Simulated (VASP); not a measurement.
Nb4O3:

```xyz
7
Lattice="4.2059 0.0000 0.0000 0.0000 4.2059 0.0000 0.0000 0.0000 4.2059" Properties=species:S:1:pos:R:3 pbc="T T T"
Nb    2.1030    2.1030    2.1030
Nb    2.1030    0.0000    0.0000
Nb    0.0000    2.1030    0.0000
Nb    0.0000    0.0000    2.1030
O     2.1030    2.1030    0.0000
O     0.0000    2.1030    2.1030
O     2.1030    0.0000    2.1030
```

| Item | Value |
| --- | --- |
| Program | VASP 6.6.1 |
| Task | relaxation of cell and atoms |
| Functional | PBE |
| Potentials or basis | VASP PAW PBE potentials, release 64 (Nb_sv, O) |
| Cutoff | 600 eV |
| k mesh | 4 × 4 × 4 |
| Occupations | gaussian, width 0.1 eV |
| Spin | no spin polarisation |

At the start: pressure 44.1 GPa; volume 10.63 Å³/atom.

**Question.** Where does the relaxation end?

**Answer.** Over 4 steps the energy falls by 188.5 meV/atom and the volume is 12.20 Å³/atom (+14.8 %); space group Pm-3m (No. 221, to 0.05 Å).

The path:
```
step  energy change (eV)  largest force (eV/Å)  pressure (GPa)  volume (Å³)
   1              0.0000                0.0000           44.15        74.40
   2              2.1248                0.0000          -34.15       110.60
   3             -1.3115                0.0000           -2.60        86.22
   4             -1.3192                0.0000           -0.47        85.43
```

Final structure:
```cif
data_structure
_symmetry_space_group_name_H-M 'P 1'
_symmetry_Int_Tables_number 1
_cell_length_a 4.4042
_cell_length_b 4.4042
_cell_length_c 4.4042
_cell_angle_alpha 90.000
_cell_angle_beta 90.000
_cell_angle_gamma 90.000
_cell_volume 85.43
loop_
_atom_site_label
_atom_site_type_symbol
_atom_site_fract_x
_atom_site_fract_y
_atom_site_fract_z
_atom_site_occupancy
Nb1 Nb 0.50000 0.50000 0.50000 1
Nb2 Nb 0.50000 0.00000 0.00000 1
Nb3 Nb 0.00000 0.50000 0.00000 1
Nb4 Nb 0.00000 0.00000 0.50000 1
O1 O 0.50000 0.50000 0.00000 1
O2 O 0.00000 0.50000 0.50000 1
O3 O 0.50000 0.00000 0.50000 1
```

Caveat: the k points lie up to 0.36 Å⁻¹ apart in the final cell.
